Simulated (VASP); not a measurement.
Input of a VASP 6.6.1 run:

File INCAR:

```
PREC = Accurate
ENCUT = 520
EDIFF = 1E-7
ISMEAR = 0
SIGMA = 0.1517
LREAL = F
LASPH = T
NELM = 80
ALGO = Normal
ISIF = 2
LWAVE = F
LCHARG = T
LDIPOL = T
IDIPOL = 3
DIPOL = 0.5 0.5 0.497
GGA = B5
ALDAX = 1.0
AGGAX = 1.0
AGGAC = 1.0
ALDAC = 0.0
LELF = T
LVHAR = T
LVACPOTAV = T
NBANDS = 76
```

File KPOINTS:

```
Automatic mesh
0
Gamma
  7 7 1
  0.5 0 0
```

File POSCAR:

```
Nb
1.0
    2.7955090000      0.0000000000      0.0000000000
    0.9787670000      2.6382360000      0.0000000000
    0.0000000000      0.0000000000     37.6966328200
Nb
10
Direct
    0.7242700000      0.2879020000      0.2254843300
    0.2561570000      0.6999930000      0.2810534700
    0.7038440000      0.1827360000      0.3434851100
    0.3442830000      0.6243850000      0.4040262300
    0.7303930000      0.1473290000      0.4658054200
    0.2105370000      0.5584800000      0.5302307600
    0.6982420000      0.1070720000      0.5868345900
    0.3080090000      0.5446580000      0.6515380000
    0.7839360000      0.0326220000      0.7100303900
    0.2642180000      0.4993470000      0.7745156700
```

Potentials or basis: VASP PAW PBE potentials, release 64 (Nb_sv).

The run is started by

```console
$ cat potpaw_PBE.64/Nb_sv/POTCAR > POTCAR
$ mpirun -np 1 vasp_std > vasp.out
```

Question: Predict the band gap on the k mesh.

Answer: Zero (bands 65 and 66 overlap by 1.67 eV).

Question: Estimate the largest force.

Answer: 1.978 eV/Å.

Forces in eV/Å, atoms in the order of the input:
```
Nb  -0.098 -0.629 -1.873
Nb  -0.271  0.789  1.096
Nb   0.884 -0.392 -0.413
Nb  -0.928  0.426  0.278
Nb   0.311 -0.557  0.463
Nb   0.137  0.797 -1.366
Nb   0.282 -0.637  1.402
Nb  -0.551  0.246 -0.975
Nb   0.115 -0.195  1.346
Nb   0.120  0.153  0.040
```

Caveat: the PAW data sets were made with another functional, which shifts forces and pressure a little.
